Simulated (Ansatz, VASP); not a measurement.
# Two plane-wave programs on FeCuSO

INCAR

```
ALGO = Normal
EDIFF = 1E-6
ENCUT = 700
GGA = PE
GGA_COMPAT = False
ISIF = 2
ISMEAR = -1
IVDW = 12
LASPH = True
LCHARG = False
LREAL = False
LWAVE = False
NBANDS = 57
NELM = 120
PREC = Accurate
SIGMA = 0.1
```

Contents of KPOINTS:

```
k-points
0
Gamma
  5 5 2
```

The input POSCAR:

```
FeCuSO
1.0
    3.7863880000      0.0000000000      0.0000000000
    0.0000000000      3.7863880000      0.0000000000
    0.0000000000      0.0000000000      8.5646720000
Cu S Fe O
2 2 2 2
Direct
    0.7500000000      0.2500000000      0.5000000000
    0.2500000000      0.7500000000      0.5000000000
    0.2500000000      0.2500000000      0.3442000000
    0.7500000000      0.7500000000      0.6558000000
    0.2500000000      0.7500000000      0.0000000000
    0.7500000000      0.2500000000      0.0000000000
    0.2500000000      0.2500000000      0.9256000000
    0.7500000000      0.7500000000      0.0744000000
```

Input for Ansatz:

```yaml
crystal:
  lattice:
    - [3.786388, 0.0, 0.0]
    - [0.0, 3.786388, 0.0]
    - [0.0, 0.0, 8.564672]
  atoms:
    - { symbol: Cu, position: [0.75, 0.25, 0.5] }
    - { symbol: Cu, position: [0.25, 0.75, 0.5] }
    - { symbol: S, position: [0.25, 0.25, 0.3442] }
    - { symbol: S, position: [0.75, 0.75, 0.6558] }
    - { symbol: Fe, position: [0.25, 0.75, 0.0] }
    - { symbol: Fe, position: [0.75, 0.25, 0.0] }
    - { symbol: O, position: [0.25, 0.25, 0.9256] }
    - { symbol: O, position: [0.75, 0.75, 0.0744] }
  symmetry: { tolerance: 0.0003 }
kpoints:
  mp_grid: { grid: [5, 5, 2], shift: [0, 0, 0] }
magnetization:
  spin_polarized: false
scf:
  occupations: { method: fermi_dirac }
hamiltonian:
  pseudopotentials: { kind: paw }
  xc: pbe
  dispersion: d3bj
basis:
  ecutwfc: 420
output:
  forces: true
  stress: true
  eigenvalues: true
  write_density: true
  write_potential: true
  elf: true
  volumetric_format: npy
```

Alike in both runs: task single point; functional PBE; dispersion D3(BJ); k mesh 5 × 5 × 2; no spin polarisation.

|  | VASP | Ansatz |
| --- | --- | --- |
| version | VASP 6.6.1 | Ansatz 0.2.0 |
| potentials or method | VASP PAW PBE potentials, release 64 (Cu_sv_GW, S, Fe_sv, O), cutoff 700 eV | PAW plane waves |
| occupations | fermi-dirac, width 0.1 eV | fermi-dirac |
| valence electrons in the cell | 94 | 94 |

```csv
,VASP,Ansatz,Ansatz less VASP
gap on the k mesh at the Fermi level (eV),none,none,-
pressure (GPa),-12.1,-10.9,+1.21
"traceless stress, the component that is largest in VASP (GPa)",5.16,5.11,-0.049
rms of the force components (eV/Å),0.242,0.238,-0.0047
```

Atom by atom the forces differ by 0.009 eV/Å (rms over components). A gap of «none» marks a metal or a gap that the smearing closes.

The k mesh is coarse, so the values compare programs but aren't converged.
